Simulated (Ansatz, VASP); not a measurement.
One calculation of GaP, two programs

```
Ga P
1.0
     0.00000    2.75265    2.75265
     2.75265    0.00000    2.75265
     2.75265    2.75265    0.00000
Ga P
1 1
Direct
  0.00000 0.00000 0.00000
  0.25000 0.25000 0.25000
```

Alike in both runs: task single point; functional PBE; k mesh 8 × 8 × 8; occupations gaussian, width 0.02 eV; no spin polarisation.

|  | VASP | Ansatz |
| --- | --- | --- |
| version | VASP 6.6.1 | Ansatz 0.2.0 |
| potentials or method | VASP PAW PBE potentials, release 64 (Ga_d, P), cutoff 500 eV | scalar-relativistic, plane waves, PAW |
| valence electrons in the cell | 18 | 18 |

|  | VASP | Ansatz | Ansatz less VASP |
| --- | --- | --- | --- |
| gap on the k mesh at the Fermi level (eV) | 1.58 | 1.58 | +0.003 |
| least direct gap on the mesh (eV) | 1.58 | 1.58 | +0.003 |

With one functional, cell and mesh, what is left measures potentials, basis and numerics.
